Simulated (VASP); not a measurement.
Runs of VASP 6.6.1 on CO2. The structure is that of space group Pa-3 (No. 205), or close to it. The cells are those of the table. 

| potentials or basis | cell | cutoff (eV) | gap on the mesh (eV) | pressure (GPa) | largest force (eV/Å) |
| --- | --- | --- | --- | --- | --- |
| VASP PAW PBE potentials, release 64 (C, O) | a = 5.973, b = 5.973, c = 5.831 Å, 12 atoms | 520 | 6.82 | 8.3 | 3.57 |
| VASP PAW PBE potentials, release 64 (C, O) | a = 6.255, b = 6.255, c = 6.408 Å, 12 atoms | 520 | 6.23 | -8.0 | 3.68 |
| VASP PAW PBE potentials, release 64 (C, O) | a = 6.296, b = 6.296, c = 6.146 Å, 12 atoms | 520 | 6.32 | (c) | 2.77 |
| VASP PAW PBE potentials, release 64 (C, O) | a = 5.741, b = 5.741, c = 5.881 Å, 12 atoms | 520 | (b) | 17.9 | 7.25 |
| VASP PAW PBE potentials, release 64 (C_h, O_h) | a = 5.857 Å, 12 atoms | 1340 | 6.98 | 10.9 | 4.54 |
| VASP PAW PBE potentials, release 64 (C, O) | a = 5.670, b = 5.670, c = 5.808 Å, 12 atoms | 520 | 7.22 | (a) | 9.41 |
| VASP PAW PBE potentials, release 64 (C_h, O_h) | a = 5.926 Å, 12 atoms | 1340 | 6.86 | 6.6 | 2.86 |
| VASP PAW PBE potentials, release 64 (C_h, O_h) | a = 6.184 Å, 12 atoms | 1340 | (d) | -5.2 | 2.29 |

Alike in all rows: task single point; level PBE; no spin polarisation; k mesh 4 × 4 × 4; smearing gaussian 0.05 eV.

Q: Estimate the missing entries.

A: (a) 24.0; (b) 7.08; (c) -6.2; (d) 6.44.

Caveats: this functional lacks dispersion, which holds the molecules together, so the pressure and a relaxed volume are unreliable; forces of over 1 eV/Å act on the atoms, so gaps and moduli don't describe the material at rest; the cell stands under pressure (at least some runs); the cell stands under tension (at least some runs).

A k mesh can miss the band edges.
